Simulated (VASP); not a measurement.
# Li3OF (Pm-3m) in VASP: a series of runs, part 2 of 2

VASP 6.6.1. The steps go on from the part before.

## 3. Relaxation of cell and atoms, PBE

This run uses another cell than the first one, of 9.75 Å³/atom.

The input, INCAR:

```
ALGO = Normal ; EDIFF = 1E-6
EDIFFG = -0.005 ; ENCUT = 600
GGA = PE ; IBRION = 2
ISIF = 3 ; ISMEAR = 0
LASPH = T ; LCHARG = F
LREAL = F ; LWAVE = F
NELM = 60 ; NSW = 100
PREC = Accurate ; SIGMA = 0.02
```

The input, KPOINTS:

```
k-points
0
Gamma
  6 6 6
```

The input, POSCAR:

```
Li3OF
1.0
    3.6534454565      0.0000000000      0.0000000000
    0.0000000000      3.6534454565      0.0000000000
    0.0000000000      0.0000000000      3.6534454565
Li O F
3 1 1
Direct
    0.0000000000      0.5000000000      0.5000000000
    0.5000000000      0.0000000000      0.5000000000
    0.5000000000      0.5000000000      0.0000000000
    0.5000000000      0.5000000000      0.5000000000
    0.0000000000      0.0000000000      0.0000000000
```

Potentials or basis: VASP PAW PBE potentials, release 64 (Li_sv, O, F).

On the command line:

```sh
$ cat potpaw_PBE.64/Li_sv/POTCAR potpaw_PBE.64/O/POTCAR potpaw_PBE.64/F/POTCAR > POTCAR
$ mpirun -np 1 vasp_std > vasp.out
```

OUTCAR:

```text
EDIFF = 1E-6
   EDIFFG = -0.005
   ENCUT = 600
   GGA = PE
   IBRION = 2
   ISIF = 3
   ISMEAR = 0
   LASPH = T
   LREAL = F
   NELM = 60
   NSW = 100
   PREC = Accurate

 ion  position               nearest neighbor table
   1  0.000  0.500  0.500-   4 1.83   4 1.83   2 2.58   3 2.58   2 2.58   2 2.58   3 2.58   3 2.58
                             3 2.58   2 2.58
   2  0.500  0.000  0.500-   4 1.83   4 1.83   1 2.58   3 2.58   1 2.58   3 2.58   3 2.58   3 2.58
                             1 2.58   1 2.58
   3  0.500  0.500  0.000-   4 1.83   4 1.83   1 2.58   1 2.58   2 2.58   2 2.58   2 2.58   2 2.58
                             1 2.58   1 2.58
   4  0.500  0.500  0.500-   1 1.83   2 1.83   3 1.83   3 1.83   2 1.83   1 1.83
   5  0.000  0.000  0.000-

  LATTYP: Found a simple cubic cell.
 ALAT       =     3.6534454565

  Lattice vectors:

 A1 = (   3.6534454565,   0.0000000000,   0.0000000000)
 A2 = (   0.0000000000,   3.6534454565,   0.0000000000)
 A3 = (   0.0000000000,   0.0000000000,   3.6534454565)

Analysis of symmetry for initial positions (statically):
=====================================================================
 Subroutine PRICEL returns:
 Original cell was already a primitive cell.

 Routine SETGRP: Setting up the symmetry group for a
 simple cubic supercell.

 Subroutine GETGRP returns: Found 48 space group operations
 (whereof 48 operations were pure point group operations)
 out of a pool of 48 trial point group operations.

The static configuration has the point symmetry O_h .

Analysis of symmetry for dynamics (positions and initial velocities):
=====================================================================
 Subroutine PRICEL returns:
 Original cell was already a primitive cell.

 Routine SETGRP: Setting up the symmetry group for a
 simple cubic supercell.

 Subroutine GETGRP returns: Found 48 space group operations
 (whereof 48 operations were pure point group operations)
 out of a pool of 48 trial point group operations.

The dynamic configuration has the point symmetry O_h .

 Subroutine INISYM returns: Found 48 space group operations
[... 135 lines left out ...]
 NGX is ok and might be reduce to    30
   NGX = 15   NGY = 15   NGZ = 15

--------------------------------------- Ionic step        1  -------------------------------------------

 number of electron      21.9999960 magnetization

 Free energy of the ion-electron system (eV)
  ---------------------------------------------------
  ext. energy  EPLUGINS =         0.00000000
  ---------------------------------------------------
  free energy    TOTEN  =       -23.12828712 eV

  energy without entropy =      -23.12828712  energy(sigma->0) =      -23.12828712

------------------------ aborting loop because EDIFF is reached ----------------------------------------

  FORCE on cell =-STRESS in cart. coord.  units (eV):
  Direction    XX          YY          ZZ          XY          YZ          ZX
  --------------------------------------------------------------------------------------
  -------------------------------------------------------------------------------------
  Total        0.4069481      0.4069481      0.4069481      0.0000000      0.0000000      0.0000000
  in kB       13.3703182     13.3703182     13.3703182      0.0000000      0.0000000      0.0000000
  external PRESSURE =      13.3703182 kB  Pullay stress =       0.0000000 kB
[... 26 lines left out ...]
--------------------------------------- Ionic step        2  -------------------------------------------

 number of electron      21.9999971 magnetization

 E-fermi :   0.0272     XC(G=0):  -8.8969

 val. band max:       -0.1411428351   @ k =   0.5000   0.5000   0.0000
 cond. band min:       4.7141697558   @ k =   0.0000   0.0000   0.0000
 fundamental gap:      4.8553125909
 Fermi energy:         0.0272248904

 k-point     1 :       0.0000    0.0000    0.0000
  band No.  band energies     occupation
      1     -42.8854      2.00000
      2     -42.7576      2.00000
      3     -42.7576      2.00000
      4     -20.6176      2.00000
      5     -14.7796      2.00000
      6      -2.5130      2.00000
      7      -2.5130      2.00000
      8      -2.5130      2.00000
      9      -0.7815      2.00000
     10      -0.7815      2.00000
     11      -0.7815      2.00000
     12       4.7142      0.00000
     13      11.3842      0.00000
     14      11.3842      0.00000
[... 379 lines left out ...]
--------------------------------------- Ionic step        3  -------------------------------------------

 number of electron      21.9999981 magnetization

 Free energy of the ion-electron system (eV)
  ---------------------------------------------------
  ext. energy  EPLUGINS =         0.00000000
  ---------------------------------------------------
  free energy    TOTEN  =       -23.13270068 eV

  energy without entropy =      -23.13270068  energy(sigma->0) =      -23.13270068

 E-fermi :  -0.0820     XC(G=0):  -8.8600

 val. band max:       -0.1885532253   @ k =   0.5000   0.5000   0.0000
 cond. band min:       4.6253947421   @ k =   0.0000   0.0000   0.0000
 fundamental gap:      4.8139479674
 Fermi energy:        -0.0819699926

 k-point     1 :       0.0000    0.0000    0.0000
  band No.  band energies     occupation
      1     -42.9478      2.00000
      2     -42.8241      2.00000
      3     -42.8241      2.00000
      4     -20.6398      2.00000
      5     -14.8186      2.00000
      6      -2.5325      2.00000
      7      -2.5325      2.00000
      8      -2.5325      2.00000
      9      -0.8184      2.00000
     10      -0.8184      2.00000
     11      -0.8184      2.00000
     12       4.6254      0.00000
     13      11.2920      0.00000
     14      11.2920      0.00000
[... 373 lines left out ...]
  FREE ENERGIE OF THE ION-ELECTRON SYSTEM (eV)
  ---------------------------------------------------
  free  energy   TOTEN  =       -23.1327006849 eV

  energy  without entropy=      -23.1327006849  energy(sigma->0) =      -23.13270068

 reached required accuracy - stopping structural energy minimisation
```

OSZICAR:

```text
N       E                     dE             d eps       ncg     rms          rms(c)
DAV:   1     0.137828716515E+03    0.13783E+03   -0.11967E+04   600   0.174E+03
DAV:   2    -0.130552760984E+02   -0.15088E+03   -0.14736E+03   726   0.366E+02
DAV:   3    -0.267806325263E+02   -0.13725E+02   -0.13682E+02  1186   0.825E+01
DAV:   4    -0.269837133841E+02   -0.20308E+00   -0.20306E+00   691   0.139E+01
[... 24 lines left out ...]
DAV:   2    -0.231332125869E+02    0.13083E-01   -0.69204E-02   600   0.228E+00    0.199E-01
DAV:   3    -0.231329003736E+02    0.31221E-03   -0.27311E-03   720   0.460E-01    0.142E-01
DAV:   4    -0.231327015164E+02    0.19886E-03   -0.31464E-04   979   0.159E-01    0.198E-02
DAV:   5    -0.231327014004E+02    0.11592E-06   -0.82707E-05   818   0.659E-02    0.972E-03
DAV:   6    -0.231327006849E+02    0.71551E-06   -0.15078E-06   560   0.126E-02
   3 F= -.23132701E+02 E0= -.23132701E+02  d E =-.441357E-02
```

Run time: 21 s. Hardware: 1 thread of Intel Xeon Platinum 8488C (Sapphire Rapids), shared host; peak memory 0.16 GiB.

What came out:

```
Free energy                           : -23.1327 eV
Relaxed volume                        : 9.96 Å³/atom
Relaxed cell                          : a = 3.679 Å, b = 3.679 Å, c = 3.679 Å, α = 90.00°, β = 90.00°, γ = 90.00°
Space group after relaxing (to 0.1 Å) : Pm-3m (No. 221)
Energy gained by relaxing             : 0.9 meV/atom
Ionic steps                           : 3
Pressure after relaxing               : 0.1 GPa
Band gap on the k mesh                : 4.81 eV (least direct gap 5.44 eV)
```

Step by step:
```tsv
step	energy change (eV)	largest force (eV/Å)	pressure (GPa)	volume (Å³)
1	0.0000	0.0000	1.34	48.76
2	-0.0035	0.0000	0.59	49.34
3	-0.0044	0.0000	0.07	49.79
```

Final structure:
```yaml
crystal:
  lattice:
    - [3.67880, 0.00000, 0.00000]
    - [0.00000, 3.67880, 0.00000]
    - [0.00000, 0.00000, 3.67880]
  atoms:
    - { symbol: Li, position: [0.00000, 0.50000, 0.50000] }
    - { symbol: Li, position: [0.50000, 0.00000, 0.50000] }
    - { symbol: Li, position: [0.50000, 0.50000, 0.00000] }
    - { symbol: O, position: [0.50000, 0.50000, 0.50000] }
    - { symbol: F, position: [0.00000, 0.00000, 0.00000] }
```

Caveat: the cutoff is under 1.25 times the usual one of these potentials, so pressure, stress and relaxed cells hold a basis-set (Pulay) error.
